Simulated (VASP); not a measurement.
# Sn (Fd-3m) in VASP: further runs

The runs below take Sn through single point, with r2SCAN.

Program: VASP 6.6.1. These are calculated values, not measurements. Logs are shortened: lines on timing, memory, paths and dates and some standing lists are left out, and cuts for length are marked.

### 1 The cell of the first run

The structure is cubic, space group Fd-3m (No. 227). Conventional cell: a = 6.292 Å, b = 6.292 Å, c = 6.292 Å, α = 90.00°, β = 90.00°, γ = 90.00°. Sn (site symmetry -43m) has 4 Sn at 2.72 Å within 3.6 Å.

### 2 Single point, r2SCAN (volume scaled by 0.88)

Contents of POSCAR:

```
Sn
1.0
    0.0000000000      3.1462486181      3.1462486181
    3.1462486181      0.0000000000      3.1462486181
    3.1462486181      3.1462486181      0.0000000000
Sn
2
Direct
    0.0000000000      0.0000000000      0.0000000000
    0.2500000000      0.2500000000      0.2500000000
```

Contents of INCAR.step1:

```
SYSTEM = Sn
  ALGO = Normal
  EDIFF = 1E-4
  ENCUT = 520
  GGA = PE
  ISMEAR = 0
  LASPH = .TRUE.
  LCHARG = .FALSE.
  LREAL = .FALSE.
  LWAVE = .TRUE.
  NBANDS = 21
  NELM = 60
  PREC = Accurate
  SIGMA = 0.1
```

Contents of INCAR.step2:

```
SYSTEM = Sn
  ALGO = Normal
  EDIFF = 1E-6
  ENCUT = 520
  ISIF = 2
  ISMEAR = 0
  ISTART = 1
  LASPH = .TRUE.
  LCHARG = .TRUE.
  LELF = .TRUE.
  LMIXTAU = .TRUE.
  LREAL = .FALSE.
  LVHAR = .TRUE.
  LWAVE = .FALSE.
  METAGGA = R2SCAN
  NBANDS = 21
  NELM = 60
  PREC = Accurate
  SIGMA = 0.1
```

Contents of KPOINTS:

```
k-points
0
G
  12 12 12
  0 0 0
```

Potentials or basis: VASP PAW PBE potentials, release 64 (Sn_d).

Started as:

```sh
$ cat potpaw_PBE.64/Sn_d/POTCAR > POTCAR
$ cp INCAR.step1 INCAR
$ mpirun -np 1 vasp_std > vasp.out
$ cp INCAR.step2 INCAR
$ mpirun -np 1 vasp_std > vasp.out
```

OUTCAR:

```text
SYSTEM = Sn
   EDIFF = 1E-6
   ENCUT = 520
   ISIF = 2
   ISMEAR = 0
   ISTART = 1
   LASPH = .TRUE.
   LREAL = .FALSE.
   METAGGA = R2SCAN
   NELM = 60
   PREC = Accurate

 ion  position               nearest neighbor table
   1  0.000  0.000  0.000-   2 2.72   2 2.72   2 2.72   2 2.72
   2  0.250  0.250  0.250-   1 2.72   1 2.72   1 2.72   1 2.72

  LATTYP: Found a face centered cubic cell.
 ALAT       =     6.2924972362

  Lattice vectors:

 A1 = (   0.0000000000,   3.1462486181,   3.1462486181)
 A2 = (   3.1462486181,   0.0000000000,   3.1462486181)
 A3 = (   3.1462486181,   3.1462486181,   0.0000000000)

Analysis of symmetry for initial positions (statically):
=====================================================================
 Subroutine PRICEL returns:
 Original cell was already a primitive cell.

 Routine SETGRP: Setting up the symmetry group for a
 face centered cubic supercell.

 Subroutine GETGRP returns: Found 48 space group operations
 (whereof 24 operations were pure point group operations)
 out of a pool of 48 trial point group operations.

The static configuration has the point symmetry T_d .
 The point group associated with its full space group is O_h .

Analysis of symmetry for dynamics (positions and initial velocities):
=====================================================================
 Subroutine PRICEL returns:
 Original cell was already a primitive cell.

 Routine SETGRP: Setting up the symmetry group for a
 face centered cubic supercell.

 Subroutine GETGRP returns: Found 48 space group operations
 (whereof 24 operations were pure point group operations)
 out of a pool of 48 trial point group operations.

The dynamic configuration has the point symmetry T_d .
 The point group associated with its full space group is O_h .

 Subroutine INISYM returns: Found 48 space group operations
 (whereof 24 operations are pure point group operations),
 and found     1 'primitive' translations

----------------------------------------------------------------------------------------

                                     Primitive cell

  volume of cell :      62.2887

  direct lattice vectors                    reciprocal lattice vectors
     0.000000000  3.146248618  3.146248618    -0.158919418  0.158919418  0.158919418
     3.146248618  0.000000000  3.146248618     0.158919418 -0.158919418  0.158919418
     3.146248618  3.146248618  0.000000000     0.158919418  0.158919418 -0.158919418

  length of vectors
     4.449467466  4.449467466  4.449467466     0.275256507  0.275256507  0.275256507

  position of ions in fractional coordinates (direct lattice)
     0.000000000  0.000000000  0.000000000
     0.250000000  0.250000000  0.250000000

  ion indices of the primitive-cell ions
   primitive index   ion index
                 1           1
                 2           2

----------------------------------------------------------------------------------------

 KPOINTS: k-points

Automatic generation of k-mesh.
 Grid dimensions read from file:
 generate k-points for:   12   12   12

 Generating k-lattice:

  Cartesian coordinates                     Fractional coordinates (reciprocal lattice)
    -0.013243285  0.013243285  0.013243285     0.083333333  0.000000000  0.000000000
     0.013243285 -0.013243285  0.013243285     0.000000000  0.083333333  0.000000000
     0.013243285  0.013243285 -0.013243285     0.000000000  0.000000000  0.083333333

  Length of vectors
     0.022938042  0.022938042  0.022938042

  Shift w.r.t. Gamma in fractional coordinates (k-lattice)
     0.000000000  0.000000000  0.000000000

 Subroutine IBZKPT returns following result:
 ===========================================

 Found     72 irreducible k-points:

 Following reciprocal coordinates:
            Coordinates               Weight
  0.000000  0.000000  0.000000      1.000000
  0.083333  0.000000  0.000000      8.000000
  0.166667  0.000000  0.000000      8.000000
  0.250000  0.000000  0.000000      8.000000
  0.333333  0.000000  0.000000      8.000000
  0.416667  0.000000  0.000000      8.000000
[... 16 lines left out ...]
  0.500000  0.166667  0.000000     24.000000
 -0.416667  0.166667  0.000000     24.000000
 [... further k-points ...]
   k-points           NKPTS =     72   k-points in BZ     NKDIM =     72   number of bands    NBANDS=     21
   number of dos      NEDOS =    301   number of ions     NIONS =      2
   total plane-waves  NPLWV =  46656
   dimension x,y,z NGX =    36 NGY =   36 NGZ =   36
   dimension x,y,z NGXF=    72 NGYF=   72 NGZF=   72
   ions per type =               2
   NGX,Y,Z   is equivalent  to a cutoff of  13.45, 13.45, 13.45 a.u.
   NGXF,Y,Z  is equivalent  to a cutoff of  26.90, 26.90, 26.90 a.u.
 SYSTEM =  Sn
   PREC   = accura    normal or accurate (medium, high low for compatibility)
   ISTART =      1    job   : 0-new  1-cont  2-samecut
   ICHARG =      0    charge: 1-file 2-atom 10-const
   ISPIN  =      1    spin polarized calculation?
   LNONCOLLINEAR =      F non collinear calculations
   LSORBIT =      F    spin-orbit coupling
   LASPH  =      T    aspherical Exc in radial PAW
   ENCUT  =  520.0 eV  38.22 Ry    6.18 a.u.   8.27  8.27  8.27*2*pi/ulx,y,z
   NELM   =     60;   NELMIN=  2; NELMDL=  0     # of ELM steps
   EDIFF  = 0.1E-05   stopping-criterion for ELM
   LREAL  =      F    real-space projection
   EDIFFG = 0.1E-04   stopping-criterion for IOM
   NSW    =      0    number of steps for IOM
   IBRION =     -1    ionic relax: 0-MD 1-quasi-New 2-CG
   NFREE  =      0    steps in history (QN), initial steepest desc. (CG)
   ISIF   =      2    stress and relaxation
   ISYM   =      2    0-nonsym 1-usesym 2-fastsym
   POTIM  = 0.5000    time-step for ionic-motion
   TEBEG  =    0.0;   TEEND  =   0.0 temperature during run
   PSTRESS=    0.0 pullay stress
   NELECT =      28.0000    total number of electrons
   NUPDOWN=      -1.0000    fix difference up-down
   EMIN   =  10.00;   EMAX   =-10.00  energy-range for DOS
   EFERMI =   0.00;   METHOD = LEGACY
   ISMEAR =     0;   SIGMA  =   0.10  broadening in eV -4-tet -1-fermi 0-gaus
   EFERMI_NEDOS =   21; number of points for ismear=-14 and -15
   IALGO  =     38    algorithm
   IMIX   =      4    mixing-type and parameters
     AMIX     =   0.40;   BMIX     =  1.00
     AMIX_MAG =   1.60;   BMIX_MAG =  1.00
  volume/ion in A,a.u.               =      31.14       210.17
  Fermi-wavevector in a.u.,A,eV,Ry     =   1.254078  2.369863 21.398033  1.572711
  Thomas-Fermi vector in A             =   2.387900
   LORBIT       =      0    0 simple, 1 ext, 2 COOP (PROOUT), +10 PAW based schemes
   METAGGA = R2SCAN    functional components
   LHFCALC =     F    Hartree Fock is set to
   AEXX    =    0.0000 exact exchange contribution
   IVDW    =     0    specifies the selected vdW correction
   LEPSILON=     F    determine dielectric tensor
   LRPA    =     F    only Hartree local field effects (RPA)
 non-spin polarized calculation
 Gauss-broadening in eV      SIGMA  =   0.10
  energy-cutoff  :      520.00
  volume of cell :       62.29
 maximum number of plane-waves:      1700
 NGX is ok and might be reduce to    36
   NGX = 17   NGY = 17   NGZ = 17

 number of electron      27.9999996 magnetization

 Free energy of the ion-electron system (eV)
  ---------------------------------------------------
  ext. energy  EPLUGINS =         0.00000000
  ---------------------------------------------------
  free energy    TOTEN  =       -49.31797891 eV

  energy without entropy =      -49.31796615  energy(sigma->0) =      -49.31797253

 E-fermi :   6.8024     XC(G=0): -10.0413

 val. band max:        6.6354936824   @ k =   0.0000   0.0000   0.0000
 cond. band min:       6.9744032806   @ k =   0.0000   0.0000   0.0000
 fundamental gap:      0.3389095982
 Fermi energy:         6.8024010008

 k-point     1 :       0.0000    0.0000    0.0000
  band No.  band energies     occupation
      1     -16.0017      2.00000
      2     -16.0017      2.00000
      3     -16.0017      2.00000
      4     -15.9207      2.00000
      5     -15.9207      2.00000
      6     -15.5085      2.00000
[... 13 lines left out ...]
     20      15.1044      0.00000
     21      15.1044      0.00000

 k-point     2 :       0.0833    0.0000    0.0000
  band No.  band energies     occupation
      1     -16.0094      2.00000
      2     -16.0094      2.00000
      3     -15.9995      2.00000
      4     -15.9099      2.00000
      5     -15.9099      2.00000
      6     -15.5197      2.00000
[... 13 lines left out ...]
     20      14.4125      0.00000
     21      14.4125      0.00000

 k-point     3 :       0.1667    0.0000    0.0000
  band No.  band energies     occupation
      1     -16.0240      2.00000
      2     -16.0240      2.00000
      3     -15.9937      2.00000
      4     -15.8876      2.00000
      5     -15.8876      2.00000
      6     -15.5385      2.00000
[... 13 lines left out ...]
     20      13.9128      0.00000
     21      13.9128      0.00000

 k-point     4 :       0.2500    0.0000    0.0000
  band No.  band energies     occupation
      1     -16.0365      2.00000
      2     -16.0365      2.00000
      3     -15.9856      2.00000
      4     -15.8655      2.00000
      5     -15.8655      2.00000
      6     -15.5547      2.00000
[... 13 lines left out ...]
     20      13.9010      0.00000
     21      13.9010      0.00000

 k-point     5 :       0.3333    0.0000    0.0000
  band No.  band energies     occupation
      1     -16.0446      2.00000
      2     -16.0446      2.00000
      3     -15.9772      2.00000
      4     -15.8494      2.00000
      5     -15.8494      2.00000
      6     -15.5650      2.00000
[... 13 lines left out ...]
     20      14.4470      0.00000
     21      14.4470      0.00000
[... 382 lines left out ...]
     20      14.9262      0.00000
     21      15.5471      0.00000

 k-point    22 :       0.4167    0.1667    0.0000
  band No.  band energies     occupation
      1     -16.0736      2.00000
      2     -16.0501      2.00000
      3     -15.9551      2.00000
      4     -15.8294      2.00000
      5     -15.7907      2.00000
      6     -15.6627      2.00000
[... 13 lines left out ...]
     20      15.9107      0.00000
     21      16.2430      0.00000

 k-point    23 :       0.5000    0.1667    0.0000
  band No.  band energies     occupation
      1     -16.0817      2.00000
      2     -16.0569      2.00000
      3     -15.9345      2.00000
      4     -15.8120      2.00000
      5     -15.7971      2.00000
      6     -15.6494      2.00000
[... 13 lines left out ...]
     20      16.2283      0.00000
     21      16.2775      0.00000

 k-point    24 :      -0.4167    0.1667    0.0000
  band No.  band energies     occupation
      1     -16.0824      2.00000
      2     -16.0612      2.00000
      3     -15.9241      2.00000
      4     -15.8145      2.00000
      5     -15.7996      2.00000
      6     -15.6235      2.00000
[... 13 lines left out ...]
     20      15.0598      0.00000
     21      15.3646      0.00000

 [... further k-points ...]

------------------------ aborting loop because EDIFF is reached ----------------------------------------

  FORCE on cell =-STRESS in cart. coord.  units (eV):
  Direction    XX          YY          ZZ          XY          YZ          ZX
  --------------------------------------------------------------------------------------
  -------------------------------------------------------------------------------------
  Total        2.9021178      2.9021178      2.9021178     -0.0000000     -0.0000000     -0.0000000
  in kB       74.6477142     74.6477142     74.6477142     -0.0000000     -0.0000000     -0.0000000
  external PRESSURE =      74.6477142 kB  Pullay stress =       0.0000000 kB

 VOLUME and BASIS-vectors are now :
 -----------------------------------------------------------------------------
  energy-cutoff  :      520.00
  volume of cell :       62.29
      direct lattice vectors                 reciprocal lattice vectors
     0.000000000  3.146248618  3.146248618    -0.158919418  0.158919418  0.158919418
     3.146248618  0.000000000  3.146248618     0.158919418 -0.158919418  0.158919418
     3.146248618  3.146248618  0.000000000     0.158919418  0.158919418 -0.158919418

 POSITION                                       TOTAL-FORCE (eV/Angst)
 -----------------------------------------------------------------------------------
      0.00000      0.00000      0.00000         0.000000      0.000000     -0.000000
      1.57312      1.57312      1.57312        -0.000000     -0.000000      0.000000
 -----------------------------------------------------------------------------------
    total drift:                                0.000000      0.000000      0.000000

  FREE ENERGIE OF THE ION-ELECTRON SYSTEM (eV)
  ---------------------------------------------------
  free  energy   TOTEN  =       -49.3179789145 eV

  energy  without entropy=      -49.3179661528  energy(sigma->0) =      -49.31797253
```

Wall time 3 min (1 thread of Intel Xeon Platinum 8559C (Emerald Rapids), shared host); peak memory 0.25 GiB.

Results:

| Property | Result |
| --- | --- |
| Free energy | -49.3180 eV |
| Pressure | 7.5 GPa |
| Band gap on the k mesh | 0.34 eV, direct |

Caveat: the PAW data sets were made with another functional, which shifts forces and pressure a little; spin-orbit coupling is left out, which moves the levels of the heavy elements. A k mesh can miss the band edges.

### 3 Single point, r2SCAN (volume scaled by 0.91)

Contents of POSCAR:

```
Sn
1.0
    0.0000000000      3.1816026853      3.1816026853
    3.1816026853      0.0000000000      3.1816026853
    3.1816026853      3.1816026853      0.0000000000
Sn
2
Direct
    0.0000000000      0.0000000000      0.0000000000
    0.2500000000      0.2500000000      0.2500000000
```

Contents of INCAR.step1:

```
PREC = Accurate
ENCUT = 520
ISMEAR = 0
SIGMA = 0.1
LREAL = False
LASPH = True
NELM = 60
NBANDS = 21
GGA = PE
ALGO = Normal
EDIFF = 1E-4
LWAVE = True
LCHARG = False
```

Contents of INCAR.step2:

```
PREC = Accurate
ENCUT = 520
EDIFF = 1E-7
ISMEAR = 0
SIGMA = 0.1
LREAL = False
LASPH = True
NELM = 60
ALGO = Normal
ISIF = 2
LWAVE = False
LCHARG = False
METAGGA = R2SCAN
LMIXTAU = True
NBANDS = 21
ISTART = 1
```

Contents of KPOINTS:

```
regular mesh
0
Gamma
  12 12 12
```

Potentials or basis: VASP PAW PBE potentials, release 64 (Sn_d).

Started as:

```sh
$ cat potpaw_PBE.64/Sn_d/POTCAR > POTCAR
$ cp INCAR.step1 INCAR
$ mpirun -np 1 vasp_std > vasp.out
$ cp INCAR.step2 INCAR
$ mpirun -np 1 vasp_std > vasp.out
```

OUTCAR:

```text
PREC = Accurate
   ENCUT = 520
   EDIFF = 1E-7
   ISMEAR = 0
   LREAL = False
   LASPH = True
   NELM = 60
   ISIF = 2
   METAGGA = R2SCAN
   ISTART = 1

 ion  position               nearest neighbor table
   1  0.000  0.000  0.000-   2 2.76   2 2.76   2 2.76   2 2.76
   2  0.250  0.250  0.250-   1 2.76   1 2.76   1 2.76   1 2.76

  LATTYP: Found a face centered cubic cell.
 ALAT       =     6.3632053706

  Lattice vectors:

 A1 = (   0.0000000000,   3.1816026853,   3.1816026853)
 A2 = (   3.1816026853,   0.0000000000,   3.1816026853)
[... 190 lines left out ...]
      3     -16.3050      2.00000
      4     -16.2293      2.00000
      5     -16.2293      2.00000
      6     -15.8513      2.00000
[... 565 lines left out ...]
     20      14.5901      0.00000
     21      14.8900      0.00000

 [... further k-points ...]
[... 5 lines left out ...]
  --------------------------------------------------------------------------------------
  -------------------------------------------------------------------------------------
  Total        2.0378471      2.0378471      2.0378471      0.0000000      0.0000000     -0.0000000
  in kB       50.6890718     50.6890718     50.6890718      0.0000000      0.0000000     -0.0000000
  external PRESSURE =      50.6890718 kB  Pullay stress =       0.0000000 kB

 VOLUME and BASIS-vectors are now :
 -----------------------------------------------------------------------------
  energy-cutoff  :      520.00
  volume of cell :       64.41
      direct lattice vectors                 reciprocal lattice vectors
     0.000000000  3.181602685  3.181602685    -0.157153501  0.157153501  0.157153501
     3.181602685  0.000000000  3.181602685     0.157153501 -0.157153501  0.157153501
     3.181602685  3.181602685  0.000000000     0.157153501  0.157153501 -0.157153501

 POSITION                                       TOTAL-FORCE (eV/Angst)
 -----------------------------------------------------------------------------------
      0.00000      0.00000      0.00000         0.000000      0.000000      0.000000
      1.59080      1.59080      1.59080        -0.000000     -0.000000     -0.000000
 -----------------------------------------------------------------------------------
    total drift:                                0.000000      0.000000      0.000000

  FREE ENERGIE OF THE ION-ELECTRON SYSTEM (eV)
  ---------------------------------------------------
  free  energy   TOTEN  =       -49.4014677354 eV

  energy  without entropy=      -49.4013716347  energy(sigma->0) =      -49.40141969
```

It took 3.1 min on 1 thread of Intel Xeon Platinum 8559C (Emerald Rapids), shared host; peak memory 0.25 GiB.

What came out:

```yaml
Free_energy: -49.4015 eV
Pressure: 5.1 GPa
Band_gap_on_the_k_mesh: 0.08 eV, direct
```

Caveat: the PAW data sets were made with another functional, which shifts forces and pressure a little; spin-orbit coupling is left out, which moves the levels of the heavy elements. A k mesh can miss the band edges.

(Continued in part 2 of 2.)
